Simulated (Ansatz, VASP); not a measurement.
**Two plane-wave programs on CdS**

```
CELL_PARAMETERS angstrom
0.00000 2.91650 2.91650
2.91650 0.00000 2.91650
2.91650 2.91650 0.00000
ATOMIC_POSITIONS crystal
Cd 0.00000 0.00000 0.00000
S 0.25000 0.25000 0.25000
```

Alike in both runs: task relaxation of cell and atoms; functional PBEsol; k mesh 10 × 10 × 10; occupations gaussian, width 0.02 eV; no spin polarisation.

|  | VASP | Ansatz |
| --- | --- | --- |
| version | VASP 6.6.1 | Ansatz 0.2.0 |
| potentials or method | VASP PAW PBE potentials, release 64 (Cd, S) | scalar-relativistic, plane waves, PAW |
| plane-wave cutoff (eV) | 600 | 420 |
| valence electrons in the cell | 18 | 26 |

Ansatz gave:

| Item | Value |
| --- | --- |
| gap on the k mesh at the Fermi level, each at its own relaxed structure (eV) | 1.01 |
| relaxed volume (Å³/atom) | 24.70 |
| relaxed cell length with the largest relative difference (Å) | 4.119 |

Which values does VASP return?

gap on the k mesh at the Fermi level, each at its own relaxed structure (eV): 1.00; relaxed volume (Å³/atom): 24.86; relaxed cell length with the largest relative difference (Å): 4.127.

VASP's potentials were made for PBE, not for PBEsol. VASP's potentials hold 18 valence electrons a cell and Ansatz's 26, so a difference there can come from the potentials and not from the codes.
